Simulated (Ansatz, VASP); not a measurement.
HfB3N in VASP and in Ansatz

```
Hf B N
1.0
     3.78051    0.00000    0.00000
     0.00000    3.78051    0.00000
     0.00000    0.00000    3.78051
Hf B N
1 3 1
Direct
  0.00000 0.00000 0.00000
  0.50000 0.50000 0.00000
  0.50000 0.00000 0.50000
  0.00000 0.50000 0.50000
  0.50000 0.50000 0.50000
```

Change from the starting cell: species swapped into the Ti3AlC type (Pm-3m, No. 221).

Alike in both runs: task relaxation of cell and atoms; functional PBE; k mesh 4 × 4 × 4; occupations gaussian, width 0.1 eV; no spin polarisation.

|  | VASP | Ansatz |
| --- | --- | --- |
| version | VASP 6.6.1 | Ansatz 0.2.0 |
| potentials or method | VASP PAW PBE potentials, release 64 (Hf_pv, B, N), cutoff 600 eV | scalar-relativistic, plane waves, PAW |
| valence electrons in the cell | 24 | 40 |

|  | VASP | Ansatz | Ansatz less VASP |
| --- | --- | --- | --- |
| gap on the k mesh at the Fermi level, each at its own relaxed structure (eV) | none | none | - |
| relaxed volume (Å³/atom) | 9.53 | 9.55 | +0.013 |
| relaxed cell length with the largest relative difference (Å) | 3.626 | 3.627 | +0.0016 |

A gap of «none» marks a metal or a gap that the smearing closes. VASP's potentials hold 24 valence electrons a cell and Ansatz's 40, so a difference there can come from the potentials and not from the codes.

The k mesh is coarse, so the values compare programs but aren't converged. Spin-orbit coupling is off throughout.
